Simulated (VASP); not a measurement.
# Si in VASP: single point with LDA

Aim: the single point of Si with LDA.

All numbers are computed with VASP 6.6.1; they aren't measurements. Logs are shortened: lines on timing, memory, paths and dates and some standing lists are left out, and cuts for length are marked.

## 1. The cell of the first run

The cell holds a slab with vacuum, 6 atoms: a = 3.820 Å, b = 5.402 Å, c = 19.820 Å, α = 90.00°, β = 90.00°, γ = 90.00°.

## 2. Single point, LDA

POSCAR reads:

```
Si
1.0
    3.8197434381      0.0000000000      0.0000000000
    0.0000000000      5.4019329750      0.0000000000
    0.0000000000      0.0000000000     19.8197000000
Si
6
Direct
    0.7500000000      0.1250000000      0.4036377080
    0.2500000000      0.8750000000      0.4036377080
    0.2500000000      0.6250000000      0.5000000000
    0.7500000000      0.3750000000      0.5000000000
    0.7500000000      0.1250000000      0.5963622920
    0.2500000000      0.8750000000      0.5963622920
```

INCAR.step1 reads:

```
SYSTEM = Si
PREC = Accurate
ENCUT = 520
EDIFF = 1E-6
ISMEAR = -1
SIGMA = 0.02
LREAL = .FALSE.
LASPH = .TRUE.
NELM = 80
ALGO = Normal
ISIF = 2
LWAVE = .FALSE.
LCHARG = .TRUE.
LDIPOL = .TRUE.
IDIPOL = 3
DIPOL = 0.5 0.5 0.500
NBANDS = 21
```

KPOINTS.step1 reads:

```
Automatic mesh
0
G
  7 5 1
  0 0 0
```

INCAR.step2 reads:

```
SYSTEM = Si
PREC = Accurate
ENCUT = 520
EDIFF = 1E-6
ISMEAR = -5
SIGMA = 0.02
LREAL = .FALSE.
LASPH = .TRUE.
NELM = 80
ALGO = Normal
ISIF = 2
LWAVE = .FALSE.
LCHARG = .FALSE.
LDIPOL = .TRUE.
IDIPOL = 3
DIPOL = 0.5 0.5 0.500
LORBIT = 11
NBANDS = 21
NEDOS = 2001
ICHARG = 11
```

KPOINTS.step2 reads:

```
Automatic mesh
0
G
  11 8 1
  0 0 0
```

Potentials or basis: VASP PAW LDA potentials, release 64 (Si).

On the command line:

```bash
$ cat potpaw_LDA.64/Si/POTCAR > POTCAR
$ cp INCAR.step1 INCAR
$ cp KPOINTS.step1 KPOINTS
$ mpirun -np 1 vasp_std > vasp.out
$ cp INCAR.step2 INCAR
$ cp KPOINTS.step2 KPOINTS
$ mpirun -np 1 vasp_std > vasp.out
```

OUTCAR:

```text
SYSTEM = Si
   PREC = Accurate
   ENCUT = 520
   EDIFF = 1E-6
   ISMEAR = -5
   LREAL = .FALSE.
   LASPH = .TRUE.
   NELM = 80
   ISIF = 2
   LORBIT = 11
   ICHARG = 11

 ion  position               nearest neighbor table
   1  0.750  0.125  0.404-   4 2.34   2 2.34   2 2.34
   2  0.250  0.875  0.404-   3 2.34   1 2.34   1 2.34
   3  0.250  0.625  0.500-   2 2.34   6 2.34   4 2.34   4 2.34
   4  0.750  0.375  0.500-   1 2.34   5 2.34   3 2.34   3 2.34
   5  0.750  0.125  0.596-   4 2.34   6 2.34   6 2.34
   6  0.250  0.875  0.596-   3 2.34   5 2.34   5 2.34

  LATTYP: Found a simple orthorhombic cell.
 ALAT       =     3.8197434381
 B/A-ratio  =     1.4142135624
 C/A-ratio  =     5.1887516325

  Lattice vectors:

 A1 = (   3.8197434381,   0.0000000000,   0.0000000000)
 A2 = (   0.0000000000,   5.4019329750,   0.0000000000)
 A3 = (   0.0000000000,   0.0000000000,  19.8197000000)

Analysis of symmetry for initial positions (statically):
=====================================================================
 Subroutine PRICEL returns:
 Original cell was already a primitive cell.

 Routine SETGRP: Setting up the symmetry group for a
 simple orthorhombic supercell.

 Subroutine GETGRP returns: Found  8 space group operations
 (whereof  4 operations were pure point group operations)
 out of a pool of  8 trial point group operations.

The static configuration has the point symmetry C_2h.
 The point group associated with its full space group is D_2h.

Analysis of symmetry for dynamics (positions and initial velocities):
=====================================================================
 Subroutine PRICEL returns:
 Original cell was already a primitive cell.

 Routine SETGRP: Setting up the symmetry group for a
 simple orthorhombic supercell.

 Subroutine GETGRP returns: Found  8 space group operations
 (whereof  4 operations were pure point group operations)
 out of a pool of  8 trial point group operations.

The dynamic configuration has the point symmetry C_2h.
 The point group associated with its full space group is D_2h.

 Subroutine INISYM returns: Found  8 space group operations
 (whereof  4 operations are pure point group operations),
 and found     1 'primitive' translations

----------------------------------------------------------------------------------------

                                     Primitive cell

  volume of cell :     408.9597

  direct lattice vectors                    reciprocal lattice vectors
     3.819743438  0.000000000  0.000000000     0.261797688  0.000000000  0.000000000
     0.000000000  5.401932975  0.000000000     0.000000000  0.185118920  0.000000000
     0.000000000  0.000000000 19.819700000     0.000000000  0.000000000  0.050454850

  length of vectors
     3.819743438  5.401932975 19.819700000     0.261797688  0.185118920  0.050454850

  position of ions in fractional coordinates (direct lattice)
     0.750000000  0.125000000  0.403637708
     0.250000000  0.875000000  0.403637708
     0.250000000  0.625000000  0.500000000
     0.750000000  0.375000000  0.500000000
     0.750000000  0.125000000  0.596362292
     0.250000000  0.875000000  0.596362292

  ion indices of the primitive-cell ions
   primitive index   ion index
                 1           1
                 2           2
                 3           3
                 4           4
                 5           5
                 6           6

----------------------------------------------------------------------------------------

 KPOINTS: Automatic mesh

Automatic generation of k-mesh.
 Grid dimensions read from file:
 generate k-points for:   11    8    1

 Generating k-lattice:

  Cartesian coordinates                     Fractional coordinates (reciprocal lattice)
     0.023799790  0.000000000  0.000000000     0.090909091  0.000000000  0.000000000
     0.000000000  0.023139865  0.000000000     0.000000000  0.125000000  0.000000000
     0.000000000  0.000000000  0.050454850     0.000000000  0.000000000  1.000000000

  Length of vectors
     0.023799790  0.023139865  0.050454850

  Shift w.r.t. Gamma in fractional coordinates (k-lattice)
     0.000000000  0.000000000  0.000000000

 TETIRR: Found    252 inequivalent tetrahedra from      528

 Subroutine IBZKPT returns following result:
 ===========================================

 Found     30 irreducible k-points:

 Following reciprocal coordinates:
            Coordinates               Weight
  0.000000  0.000000  0.000000      1.000000
  0.090909  0.000000  0.000000      2.000000
  0.181818  0.000000  0.000000      2.000000
  0.272727  0.000000  0.000000      2.000000
  0.363636  0.000000  0.000000      2.000000
  0.454545  0.000000  0.000000      2.000000
[... 16 lines left out ...]
  0.363636  0.375000  0.000000      4.000000
  0.454545  0.375000  0.000000      4.000000
 [... further k-points ...]
   k-points           NKPTS =     30   k-points in BZ     NKDIM =     30   number of bands    NBANDS=     21
   number of dos      NEDOS =   2001   number of ions     NIONS =      6
   total plane-waves  NPLWV = 168000
   dimension x,y,z NGX =    28 NGY =   40 NGZ =  150
   dimension x,y,z NGXF=    56 NGYF=   80 NGZF=  300
   ions per type =               6
   NGX,Y,Z   is equivalent  to a cutoff of  12.19, 12.31, 12.58 a.u.
   NGXF,Y,Z  is equivalent  to a cutoff of  24.37, 24.62, 25.16 a.u.
 SYSTEM =  Si
   PREC   = accura    normal or accurate (medium, high low for compatibility)
   ISTART =      0    job   : 0-new  1-cont  2-samecut
   ICHARG =     11    charge: 1-file 2-atom 10-const
   ISPIN  =      1    spin polarized calculation?
   LNONCOLLINEAR =      F non collinear calculations
   LSORBIT =      F    spin-orbit coupling
   LASPH  =      T    aspherical Exc in radial PAW
   ENCUT  =  520.0 eV  38.22 Ry    6.18 a.u.   7.10 10.04 36.85*2*pi/ulx,y,z
   NELM   =     80;   NELMIN=  2; NELMDL=  0     # of ELM steps
   EDIFF  = 0.1E-05   stopping-criterion for ELM
   LREAL  =      F    real-space projection
   EDIFFG = 0.1E-04   stopping-criterion for IOM
   NSW    =      0    number of steps for IOM
   IBRION =     -1    ionic relax: 0-MD 1-quasi-New 2-CG
   NFREE  =      0    steps in history (QN), initial steepest desc. (CG)
   ISIF   =      2    stress and relaxation
   ISYM   =      2    0-nonsym 1-usesym 2-fastsym
   POTIM  = 0.5000    time-step for ionic-motion
   TEBEG  =    0.0;   TEEND  =   0.0 temperature during run
   PSTRESS=    0.0 pullay stress
   NELECT =      24.0000    total number of electrons
   NUPDOWN=      -1.0000    fix difference up-down
   EMIN   =  10.00;   EMAX   =-10.00  energy-range for DOS
   EFERMI =   0.00;   METHOD = LEGACY
   ISMEAR =    -5;   SIGMA  =   0.02  broadening in eV -4-tet -1-fermi 0-gaus
   EFERMI_NEDOS =   21; number of points for ismear=-14 and -15
   IALGO  =     38    algorithm
   IMIX   =      4    mixing-type and parameters
     AMIX     =   0.40;   BMIX     =  1.00
     AMIX_MAG =   1.60;   BMIX_MAG =  1.00
  volume/ion in A,a.u.               =      68.16       459.97
  Fermi-wavevector in a.u.,A,eV,Ry     =   0.636187  1.202220  5.506747  0.404734
  Thomas-Fermi vector in A             =   1.700773
   LORBIT       =     11    0 simple, 1 ext, 2 COOP (PROOUT), +10 PAW based schemes
   GGA     = CA    functional components
   LHFCALC =     F    Hartree Fock is set to
   AEXX    =    0.0000 exact exchange contribution
   IVDW    =     0    specifies the selected vdW correction
   LEPSILON=     F    determine dielectric tensor
   LRPA    =     F    only Hartree local field effects (RPA)
 non-spin polarized calculation
 Fermi weights with tetrahedron method with Bloechl corrections
  energy-cutoff  :      520.00
  volume of cell :      408.96
 maximum number of plane-waves:     11051

 number of electron      24.0000003 magnetization

 dipolmoment           0.000000      0.000000      0.000000 electrons x Angstroem

 Free energy of the ion-electron system (eV)
  ---------------------------------------------------
  ext. energy  EPLUGINS =         0.00000000
  ---------------------------------------------------
  free energy    TOTEN  =       -31.15425799 eV

  energy without entropy =      -31.15425799  energy(sigma->0) =      -31.15425799

 E-fermi :  -1.8595     XC(G=0):  -3.7023

 val. band max:       -1.8657522590   @ k =   0.1818   0.1250   0.0000
 cond. band min:      -1.8380566467   @ k =   0.3636   0.2500   0.0000
 fundamental gap:      0.0276956123
 Fermi energy:        -1.8595144455

 k-point     1 :       0.0000    0.0000    0.0000
  band No.  band energies     occupation
      1     -13.1224      2.00000
      2     -11.3583      2.00000
      3      -9.9011      2.00000
      4      -8.7947      2.00000
      5      -6.3866      2.00000
      6      -5.1891      2.00000
[... 13 lines left out ...]
     20       2.4969      0.00000
     21       2.8205      0.00000

 k-point     2 :       0.0909    0.0000    0.0000
  band No.  band energies     occupation
      1     -13.0488      2.00000
      2     -11.2826      2.00000
      3      -9.8226      2.00000
      4      -8.8297      2.00000
      5      -6.4337      2.00000
      6      -5.1333      2.00000
[... 13 lines left out ...]
     20       2.3453      0.00000
     21       2.8563      0.00000
[... 487 lines left out ...]
      5      -8.0116      2.00000
      6      -7.3883      2.00000
[... 13 lines left out ...]
     20       3.0755      0.00000
     21       3.2563      0.00000

 k-point    24 :       0.4545    0.3750    0.0000
  band No.  band energies     occupation
      1     -10.9972      2.00000
      2     -10.6602      2.00000
      3      -9.3923      2.00000
      4      -8.6867      2.00000
      5      -8.5028      2.00000
      6      -8.1300      2.00000
[... 13 lines left out ...]
     20       3.0311      0.00000
     21       3.2468      0.00000

 [... further k-points ...]

------------------------ aborting loop because EDIFF is reached ----------------------------------------

 vacuum level on the upper side and lower side of the slab       (xc-potential included)        -0.071        -0.071

  FORCE on cell =-STRESS in cart. coord.  units (eV):
  Direction    XX          YY          ZZ          XY          YZ          ZX
  --------------------------------------------------------------------------------------
  -------------------------------------------------------------------------------------
  Total       -1.8501630     -2.2319122     -1.5978994     -0.0000000      0.0000000      0.0000000
  in kB       -7.2483659     -8.7439413     -6.2600754     -0.0000000      0.0000000      0.0000000
  external PRESSURE =      -7.4174609 kB  Pullay stress =       0.0000000 kB

 VOLUME and BASIS-vectors are now :
 -----------------------------------------------------------------------------
  energy-cutoff  :      520.00
  volume of cell :      408.96
      direct lattice vectors                 reciprocal lattice vectors
     3.819743438  0.000000000  0.000000000     0.261797688  0.000000000  0.000000000
     0.000000000  5.401932975  0.000000000     0.000000000  0.185118920  0.000000000
     0.000000000  0.000000000 19.819700000     0.000000000  0.000000000  0.050454850

 POSITION                                       TOTAL-FORCE (eV/Angst)
 -----------------------------------------------------------------------------------
      2.86481      0.67524      7.99998         0.000000     -0.571817      0.234890
      0.95494      4.72669      7.99998         0.000000      0.571817      0.234890
      0.95494      3.37621      9.90985        -0.000000      0.070311      0.000000
      2.86481      2.02572      9.90985        -0.000000     -0.070311      0.000000
      2.86481      0.67524     11.81972         0.000000     -0.571817     -0.234890
      0.95494      4.72669     11.81972        -0.000000      0.571817     -0.234890
 -----------------------------------------------------------------------------------
    total drift:                               -0.000000     -0.000000      0.000000

  FREE ENERGIE OF THE ION-ELECTRON SYSTEM (eV)
  ---------------------------------------------------
  free  energy   TOTEN  =       -31.1542579938 eV

  energy  without entropy=      -31.1542579938  energy(sigma->0) =      -31.15425799

 vacuum level on the upper side and lower side of the slab         3.065         3.065

 total charge

# of ion       s       p       d       tot
------------------------------------------
    1        0.814   0.838   0.000   1.652
    2        0.814   0.838   0.000   1.652
    3        0.789   0.908   0.000   1.697
    4        0.789   0.908   0.000   1.697
    5        0.814   0.838   0.000   1.652
    6        0.814   0.838   0.000   1.652
--------------------------------------------------
tot          4.835   5.168   0.000  10.003
```

It took 7.3 min on 1 thread of Intel Xeon 8259CL, shared host; peak memory 0.37 GiB.

What came out:

```yaml
Valence_electrons_inside_the_program's_atomic_spheres: Si 1.65, 1.70 (each value once)
```

Levels at points of the mesh, in eV from the Fermi level:
| k point | band 8 | band 9 | band 10 | band 11 | band 12 | band 13 | band 14 | band 15 | band 16 | band 17 |
| --- | --- | --- | --- | --- | --- | --- | --- | --- | --- | --- |
| (0.00, 0.00, 0.00) | -2.26 | -1.03 | -0.81 | -0.59 | -0.14 | 0.21 | 1.33 | 1.90 | 2.68 | 3.08 |
| (0.00, 0.50, 0.00) | -1.52 | -1.35 | -0.94 | -0.54 | -0.48 | 0.50 | 0.53 | 2.26 | 2.42 | 2.58 |

Caveat: tetrahedron occupations give inexact forces and stress in metals.
